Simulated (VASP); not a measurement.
A run of VASP 6.6.1 is set up as follows.

Contents of INCAR:

```
SYSTEM = WSe2
ALGO = Normal ; EDIFF = 1E-7
EDIFFG = -0.01 ; ENCUT = 600
GGA = PE ; IBRION = 2
ISIF = 4 ; ISMEAR = 0
IVDW = 12 ; LASPH = .True.
LCHARG = .False. ; LREAL = .False.
LWAVE = .False. ; NELM = 80
NSW = 50 ; PREC = Accurate
SIGMA = 0.02
```

The input KPOINTS:

```
k-points
0
Gamma
  9 9 2
  0 0 0
```

Contents of POSCAR:

```
WSe2
1.0
    3.3255660393      0.0000000000      0.0000000000
   -1.6627830197      2.8800246720      0.0000000000
    0.0000000000      0.0000000000     13.1872960143
W Se
2 4
Direct
    0.6666666667      0.3333333333      0.2499867417
    0.3333333333      0.6666666667      0.7500132583
    0.3333333333      0.6666666667      0.3787852959
    0.6666666667      0.3333333333      0.8788115799
    0.3333333333      0.6666666667      0.1211884201
    0.6666666667      0.3333333333      0.6212147041
```

Potentials or basis: VASP PAW PBE potentials, release 64 (W_sv, Se).

Command:

```bash
$ cat potpaw_PBE.64/W_sv/POTCAR potpaw_PBE.64/Se/POTCAR > POTCAR
$ mpirun -np 1 vasp_std > vasp.out
```

Question: Predict the band gap on the k mesh.

Answer: 1.18 eV, indirect (least direct gap 1.52 eV).

Question: Predict the dispersion energy per atom.

Answer: -0.447 eV.

Forces on the atoms (eV/Å):
```
W    0.000  0.000  0.000
W    0.000  0.000  0.000
Se   0.000  0.000  0.006
Se   0.000  0.000  0.006
Se   0.000  0.000 -0.006
Se   0.000  0.000 -0.006
```

Caveat: spin-orbit coupling is left out, which moves the levels of the heavy elements. A k mesh can miss the band edges.
